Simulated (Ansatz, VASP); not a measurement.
Os in VASP and in Ansatz

```
Os
1.0
     2.66575    0.00000    0.00000
    -1.33287    2.30861    0.00000
     0.00000    0.00000    4.42769
Os
2
Direct
  0.33333 0.66667 0.25000
  0.66667 0.33333 0.75000
```

Change from the starting cell: strain -0.025 along x and y, +0.025 along z, atoms carried along.

Alike in both runs: task single point; functional PBEsol; k mesh 18 × 18 × 12; occupations gaussian, width 0.15 eV; no spin polarisation.

|  | VASP | Ansatz |
| --- | --- | --- |
| version | VASP 6.6.1 | Ansatz 0.2.0 |
| potentials or method | VASP PAW PBE potentials, release 64 (Os), cutoff 520 eV | scalar-relativistic, plane waves, PAW |
| valence electrons in the cell | 16 | 32 |

```tsv
	VASP	Ansatz	Ansatz less VASP
gap on the k mesh at the Fermi level (eV)	none	none	-
pressure (GPa)	9.9	9.2	-0.74
traceless stress, the component that is largest in VASP (GPa)	-22.34	-22.36	-0.018
```

VASP's potentials were made for PBE, not for PBEsol. A gap of «none» marks a metal or a gap that the smearing closes. With one functional, cell and mesh, what is left measures potentials, basis and numerics. VASP's potentials hold 16 valence electrons a cell and Ansatz's 32, so a difference there can come from the potentials and not from the codes.

Neither program's run includes spin-orbit coupling.
